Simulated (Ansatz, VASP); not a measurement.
One calculation of NaCl, two programs

INCAR

```
SYSTEM = NaCl
PREC = Accurate ; ENCUT = 500
EDIFF = 1E-6 ; ISMEAR = 0
SIGMA = 0.1 ; LREAL = .FALSE.
LASPH = .TRUE. ; NELM = 120
ALGO = Normal ; ISIF = 2
LWAVE = .FALSE. ; LCHARG = .FALSE.
GGA = PE ; NBANDS = 14
GGA_COMPAT = .FALSE.
```

Contents of KPOINTS:

```
Automatic mesh
0
G
  6 6 6
  0 0 0
```

The input POSCAR:

```
NaCl
1.0
    0.0000000000      2.8017500000      2.8017500000
    2.8017500000      0.0000000000      2.8017500000
    2.8017500000      2.8017500000      0.0000000000
Na Cl
1 1
Direct
    0.0000000000      0.0000000000      0.0000000000
    0.5000000000      0.5000000000      0.5000000000
```

Input for Ansatz:

```yaml
crystal:
  lattice:
    - [0.0, 2.80175, 2.80175]
    - [2.80175, 0.0, 2.80175]
    - [2.80175, 2.80175, 0.0]
  atoms:
    - { symbol: Na, position: [0.0, 0.0, 0.0] }
    - { symbol: Cl, position: [0.5, 0.5, 0.5] }
basis:
  ecutwfc: 420
kpoints:
  mp_grid: { grid: [6, 6, 6] }
hamiltonian:
  xc: pbe
scf:
  occupations: { method: gaussian, width: 0.1 }
output:
  forces: true
  stress: true
  eigenvalues: true
```

Alike in both runs: task single point; functional PBE; k mesh 6 × 6 × 6; occupations gaussian, width 0.1 eV; no spin polarisation.

|  | VASP | Ansatz |
| --- | --- | --- |
| version | VASP 6.6.1 | Ansatz 0.2.0 |
| potentials or method | VASP PAW PBE potentials, release 64 (Na_pv, Cl), cutoff 500 eV | scalar-relativistic, plane waves, PAW |
| valence electrons in the cell | 14 | 16 |

VASP gave:

- gap on the k mesh at the Fermi level (eV): 5.18
- least direct gap on the mesh (eV): 5.18
- pressure (GPa): 1.2

Which values does Ansatz return?

gap on the k mesh at the Fermi level (eV): 5.18; least direct gap on the mesh (eV): 5.18; pressure (GPa): 1.3.

The functional is the same, so the differences come from potentials, cutoffs and numerics. VASP's potentials hold 14 valence electrons a cell and Ansatz's 16, so a difference there can come from the potentials and not from the codes.
